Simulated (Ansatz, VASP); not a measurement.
Two plane-wave programs on SnSe

INCAR

```
  ALGO = Normal
  EDIFF = 1E-6
  ENCUT = 500
  GGA = CA
  GGA_COMPAT = F
  ISIF = 2
  ISMEAR = 0
  LASPH = T
  LCHARG = F
  LREAL = F
  LWAVE = F
  NBANDS = 17
  NELM = 120
  PREC = Accurate
  SIGMA = 0.05
```

KPOINTS

```
k-points
0
Gamma
  6 6 6
```

Contents of POSCAR:

```
SnSe
1.0
    0.0000000000      3.2001370721      3.2001370721
    3.2001370721      0.0000000000      3.2001370721
    3.2001370721      3.2001370721      0.0000000000
Sn Se
1 1
Direct
    0.0000000000      0.0000000000      0.0000000000
    0.2500000000      0.2500000000      0.2500000000
```

Input for Ansatz:

```yaml
crystal:
  lattice:
    - [0.0, 3.2001370721, 3.2001370721]
    - [3.2001370721, 0.0, 3.2001370721]
    - [3.2001370721, 3.2001370721, 0.0]
  atoms:
    - { symbol: Sn, position: [0.0, 0.0, 0.0] }
    - { symbol: Se, position: [0.25, 0.25, 0.25] }
basis:
  ecutwfc: 420
kpoints:
  mp_grid: { grid: [6, 6, 6] }
hamiltonian:
  xc: lda
scf:
  occupations: { method: gaussian, width: 0.05 }
output:
  forces: true
  stress: true
  eigenvalues: true
```

Alike in both runs: task single point; functional LDA; k mesh 6 × 6 × 6; occupations gaussian, width 0.05 eV; no spin polarisation.

```csv
,VASP,Ansatz
version,VASP 6.6.1,Ansatz 0.2.0
potentials or method,"VASP PAW LDA potentials, release 64 (Sn_d, Se), cutoff 500 eV","scalar-relativistic, plane waves, PAW"
valence electrons in the cell,20,30
```

Ansatz gave:

| Item | Value |
| --- | --- |
| gap on the k mesh at the Fermi level (eV) | none |
| pressure (GPa) | 3.3 |

Q: Estimate VASP's values.

A: gap on the k mesh at the Fermi level (eV): none; pressure (GPa): 3.4.

LDA's correlation is that of Perdew and Zunger in VASP and of Perdew and Wang (1992) in Ansatz. A gap of «none» marks a metal or a gap that the smearing closes. VASP's potentials hold 20 valence electrons a cell and Ansatz's 30, so a difference there can come from the potentials and not from the codes.
